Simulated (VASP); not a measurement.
Write the native input for VASP 6.6.1 that does the following.

| Property | Result |
| --- | --- |
| Task | relaxation of cell and atoms |
| Functional | PBE |
| Potentials or basis | VASP PAW PBE potentials, release 64 (Ta_pv) |
| Cutoff | 600 eV |
| k mesh | 8 × 8 × 8 |
| Occupations | gaussian, width 0.1 eV |
| Spin | no spin polarisation |
| Dipole correction | no |
| Further INCAR settings | ALGO = Normal; EDIFF = 1e-06; IBRION = 2; EDIFFG = -0.005; NSW = 80; ISIF = 3 |

The structure of Ta lies in POSCAR:

```
Ta
1.0
   -1.6550000000      1.6550000000      1.6550000000
    1.6550000000     -1.6550000000      1.6550000000
    1.6550000000      1.6550000000     -1.6550000000
Ta
1
Direct
    0.0000000000      0.0000000000      0.0000000000
```

The input as run:

INCAR

```
  PREC = Accurate
  ENCUT = 600
  EDIFF = 1E-6
  ISMEAR = 0
  SIGMA = 0.1
  LREAL = False
  LASPH = True
  NELM = 60
  ALGO = Normal
  ISIF = 3
  LWAVE = False
  LCHARG = False
  GGA = PE
  IBRION = 2
  NSW = 80
  EDIFFG = -0.005
```

KPOINTS

```
regular mesh
0
Gamma
  8 8 8
```

Potentials or basis: VASP PAW PBE potentials, release 64 (Ta_pv).

The run is started by

```sh
$ cat potpaw_PBE.64/Ta_pv/POTCAR > POTCAR
$ mpirun -np 1 vasp_std > vasp.out
```

It gave:

```
Relaxed volume                         : 18.11 Å³/atom
Relaxed cell                           : a = 2.866 Å, b = 2.866 Å, c = 2.866 Å, α = 109.47°, β = 109.47°, γ = 109.47°
Space group after relaxing (to 0.05 Å) : Im-3m (No. 229)
Energy gained by relaxing              : 0.0 meV/atom
Ionic steps                            : 4
Pressure after relaxing                : 0.0 GPa
```

Wall time 9.8 s on 1 thread of Intel Xeon 6975P-C, with other jobs on the host, peak memory 0.14 GiB.
